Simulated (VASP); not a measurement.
# KBr (P4/mmm) in VASP: further runs, part 2 of 2

VASP 6.6.1. Earlier steps stand in the parts before.

## 3. Single point, HSE06 (uniaxial x strain +1.9%)

Input file POSCAR:

```
KBr
1.0
    4.0526033391      0.0000000000      0.0000000000
    0.0000000000      3.9758690661      0.0000000000
    0.0000000000      0.0000000000      3.9758690661
K Br
1 1
Direct
    0.0000000000      0.0000000000      0.0000000000
    0.5000000000      0.5000000000      0.5000000000
```

Input file INCAR.step1:

```
PREC = Accurate
ENCUT = 520
EDIFF = 1E-5
ISMEAR = 0
SIGMA = 0.01
LREAL = False
LASPH = True
NELM = 100
ALGO = Normal
ISIF = 2
LWAVE = True
LCHARG = False
NBANDS = 15
GGA = PE
```

Input file INCAR.step2:

```
PREC = Accurate
ENCUT = 520
EDIFF = 1E-7
ISMEAR = 0
SIGMA = 0.01
LREAL = False
LASPH = True
NELM = 100
ALGO = Normal
ISIF = 2
LWAVE = False
LCHARG = False
GGA = PE
LHFCALC = True
HFSCREEN = 0.2079
PRECFOCK = Normal
NBANDS = 15
ISTART = 1
```

Input file KPOINTS:

```
Automatic mesh
0
Gamma
  4 4 4
```

Potentials or basis: VASP PAW PBE potentials, release 64 (K_sv, Br).

Launch:

```bash
$ cat potpaw_PBE.64/K_sv/POTCAR potpaw_PBE.64/Br/POTCAR > POTCAR
$ cp INCAR.step1 INCAR
$ mpirun -np 1 vasp_std > vasp.out
$ cp INCAR.step2 INCAR
$ mpirun -np 1 vasp_std > vasp.out
```

OUTCAR:

```text
PREC = Accurate
   ENCUT = 520
   EDIFF = 1E-7
   ISMEAR = 0
   LREAL = False
   LASPH = True
   NELM = 100
   ISIF = 2
   GGA = PE
   LHFCALC = True
   HFSCREEN = 0.2079
   PRECFOCK = Normal
   ISTART = 1

 ion  position               nearest neighbor table
   1  0.000  0.000  0.000-
   2  0.500  0.500  0.500-

  LATTYP: Found a simple tetragonal cell.
 ALAT       =     3.9758690661
 C/A-ratio  =     1.0193000000

  Lattice vectors:

 A1 = (   0.0000000000,   3.9758690661,   0.0000000000)
 A2 = (   0.0000000000,   0.0000000000,   3.9758690661)
 A3 = (   4.0526033391,   0.0000000000,   0.0000000000)

Analysis of symmetry for initial positions (statically):
=====================================================================
 Subroutine PRICEL returns:
 Original cell was already a primitive cell.

 Routine SETGRP: Setting up the symmetry group for a
 simple tetragonal supercell.

 Subroutine GETGRP returns: Found 16 space group operations
 (whereof 16 operations were pure point group operations)
 out of a pool of 16 trial point group operations.

The static configuration has the point symmetry D_4h.

Analysis of symmetry for dynamics (positions and initial velocities):
=====================================================================
 Subroutine PRICEL returns:
 Original cell was already a primitive cell.

 Routine SETGRP: Setting up the symmetry group for a
 simple tetragonal supercell.

 Subroutine GETGRP returns: Found 16 space group operations
 (whereof 16 operations were pure point group operations)
 out of a pool of 16 trial point group operations.

The dynamic configuration has the point symmetry D_4h.

 Subroutine INISYM returns: Found 16 space group operations
 (whereof 16 operations are pure point group operations),
 and found     1 'primitive' translations

----------------------------------------------------------------------------------------
[... 121 lines left out ...]
   ENCUTFOCK=  -1.0 apply spherical cutoff to Coloumb kernel
   IVDW    =     0    specifies the selected vdW correction
   LEPSILON=     F    determine dielectric tensor
   LRPA    =     F    only Hartree local field effects (RPA)
 non-spin polarized calculation
 Gauss-broadening in eV      SIGMA  =   0.01
  energy-cutoff  :      520.00
  volume of cell :       64.06
 maximum number of plane-waves:      1747
  NGX = 24; NGY = 24; NGZ = 24

 number of electron      15.9999997 magnetization

 Free energy of the ion-electron system (eV)
  ---------------------------------------------------
  ext. energy  EPLUGINS =         0.00000000
  ---------------------------------------------------
  free energy    TOTEN  =        -7.02390838 eV

  energy without entropy =       -7.02390838  energy(sigma->0) =       -7.02390838

 E-fermi :  -1.3140     XC(G=0):  -6.6474

 val. band max:       -1.3970231822   @ k =   0.5000   0.5000   0.0000
 cond. band min:       3.6894270358   @ k =   0.0000   0.0000   0.0000
 fundamental gap:      5.0864502180
 Fermi energy:        -1.3140438652

 k-point     1 :       0.0000    0.0000    0.0000
  band No.  band energies     occupation
      1     -32.3065      2.00000
      2     -15.3502      2.00000
      3     -14.3764      2.00000
      4     -14.3721      2.00000
      5     -14.3721      2.00000
      6      -1.8016      2.00000
      7      -1.6811      2.00000
      8      -1.6811      2.00000
      9       3.6894      0.00000
     10       5.5945      0.00000
     11       5.6822      0.00000
     12       9.9158      0.00000
     13       9.9158      0.00000
     14      10.0553      0.00000
[... 293 lines left out ...]
      2     -14.8998      2.00000
      3     -14.5018      2.00000
      4     -14.5018      2.00000
      5     -14.4740      2.00000
      6      -3.0416      2.00000
      7      -3.0416      2.00000
      8      -2.9949      2.00000
      9       7.1988      0.00000
     10       7.2455      0.00000
     11       7.2455      0.00000
     12       9.6140      0.00000
     13       9.7729      0.00000
     14       9.7729      0.00000
     15      11.6317      0.00000

------------------------ aborting loop because EDIFF is reached ----------------------------------------

  FORCE on cell =-STRESS in cart. coord.  units (eV):
  Direction    XX          YY          ZZ          XY          YZ          ZX
  --------------------------------------------------------------------------------------
  -------------------------------------------------------------------------------------
  Total       -0.1264934      0.1673482      0.1673482      0.0000000      0.0000000      0.0000000
  in kB       -3.1635898      4.1853664      4.1853664      0.0000000      0.0000000      0.0000000
  external PRESSURE =       1.7357143 kB  Pullay stress =       0.0000000 kB

 VOLUME and BASIS-vectors are now :
 -----------------------------------------------------------------------------
  energy-cutoff  :      520.00
  volume of cell :       64.06
      direct lattice vectors                 reciprocal lattice vectors
     4.052603339  0.000000000  0.000000000     0.246754966  0.000000000  0.000000000
     0.000000000  3.975869066  0.000000000     0.000000000  0.251517337  0.000000000
     0.000000000  0.000000000  3.975869066     0.000000000  0.000000000  0.251517337

 POSITION                                       TOTAL-FORCE (eV/Angst)
 -----------------------------------------------------------------------------------
      0.00000      0.00000      0.00000         0.000000      0.000000      0.000000
      2.02630      1.98793      1.98793         0.000000      0.000000      0.000000
 -----------------------------------------------------------------------------------
    total drift:                               -0.000001     -0.000000     -0.000000

  FREE ENERGIE OF THE ION-ELECTRON SYSTEM (eV)
  ---------------------------------------------------
  free  energy   TOTEN  =        -7.0239083842 eV

  energy  without entropy=       -7.0239083842  energy(sigma->0) =       -7.02390838
```

OSZICAR.step1:

```text
N       E                     dE             d eps       ncg     rms          rms(c)
DAV:   1     0.981586227196E+02    0.98159E+02   -0.70065E+03   540   0.955E+02
DAV:   2    -0.567321154121E+00   -0.98726E+02   -0.91256E+02   694   0.234E+02
DAV:   3    -0.604562199514E+01   -0.54783E+01   -0.54525E+01   736   0.485E+01
DAV:   4    -0.626560925215E+01   -0.21999E+00   -0.21995E+00   811   0.837E+00
DAV:   5    -0.626754207235E+01   -0.19328E-02   -0.19328E-02   750   0.916E-01    0.272E+00
DAV:   6    -0.609451216614E+01    0.17303E+00   -0.15016E-01   659   0.222E+00    0.202E+00
DAV:   7    -0.606559974418E+01    0.28912E-01   -0.89587E-02   708   0.190E+00    0.964E-01
DAV:   8    -0.606846407890E+01   -0.28643E-02   -0.13852E-02   731   0.843E-01    0.102E-01
DAV:   9    -0.606867342571E+01   -0.20935E-03   -0.42507E-04   710   0.162E-01    0.785E-02
DAV:  10    -0.606882400820E+01   -0.15058E-03   -0.19284E-04   631   0.999E-02    0.134E-02
DAV:  11    -0.606882630696E+01   -0.22988E-05   -0.87368E-06   595   0.216E-02
   1 F= -.60688263E+01 E0= -.60688263E+01  d E =-.749346E-53
```

Run time: 14 min. Hardware: 1 thread of AMD EPYC 7R43 (Zen 3), shared host; peak memory 0.25 GiB.

What came out:

```yaml
Free_energy: -7.0239 eV
Pressure: 0.2 GPa
Band_gap_on_the_k_mesh: 5.09 eV (least direct gap 5.37 eV)
```

Stress tensor (GPa, compression positive):
```
-0.32  0.00  0.00
 0.00  0.42  0.00
 0.00  0.00  0.42
```

Caveat: the cell differs from its parent crystal (uniaxial x strain +1.9%); the PAW data sets were made with another functional, which shifts forces and pressure a little.
